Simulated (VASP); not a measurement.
Wanted: the native input for a VASP 6.6.1 run.

```yaml
Task: single point
Functional: PBE
Potentials_or_basis: VASP PAW PBE potentials, release 64 (La, Nb_sv, O)
Cutoff: 520 eV
k_mesh: 6 × 6 × 4
Occupations: gaussian, width 0.1 eV
Spin: no spin polarisation
Dipole_correction: no
Further_INCAR_settings: ALGO = Normal; EDIFF = 1e-06; NBANDS = 22
```

The structure of LaNbO lies in POSCAR:

```
LaNbO
1.0
    3.1344870800      0.0000000000      0.0000000000
    0.0000000000      3.1344870800      0.0000000000
    0.0000000000      0.0000000000      6.1655820200
La Nb O
1 1 1
Direct
    0.0000000000      0.0000000000      0.9113463900
    0.0000000000      0.0000000000      0.3819785500
    0.5000000000      0.5000000000      0.6786826000
```

The cell was generated, and may not be a known phase.

One way to write it, as run:

INCAR

```
ALGO = Normal
EDIFF = 1E-6
ENCUT = 520
GGA = PE
ISIF = 2
ISMEAR = 0
LASPH = True
LCHARG = True
LELF = True
LREAL = False
LVHAR = True
LWAVE = False
NBANDS = 22
NELM = 60
PREC = Accurate
SIGMA = 0.1
```

KPOINTS

```
k-points
0
Gamma
  6 6 4
```

Potentials or basis: VASP PAW PBE potentials, release 64 (La, Nb_sv, O).

Run with:

```bash
$ cat potpaw_PBE.64/La/POTCAR potpaw_PBE.64/Nb_sv/POTCAR potpaw_PBE.64/O/POTCAR > POTCAR
$ mpirun -np 1 vasp_std > vasp.out
```

It gave:

The pressure is -10.0 GPa, the largest force is 1.669 eV/Å and the band gap on the k mesh is zero (bands 15 and 16 overlap by 1.53 eV).

Caveat: the cell stands under tension; spin-orbit coupling is left out, which moves the levels of the heavy elements; forces of over 1 eV/Å act on the atoms, so gaps and moduli don't describe the material at rest.

Wall time 55 s on 1 thread of AMD EPYC 7R13 Processor (Zen 3), with other jobs on the host, peak memory 0.17 GiB.
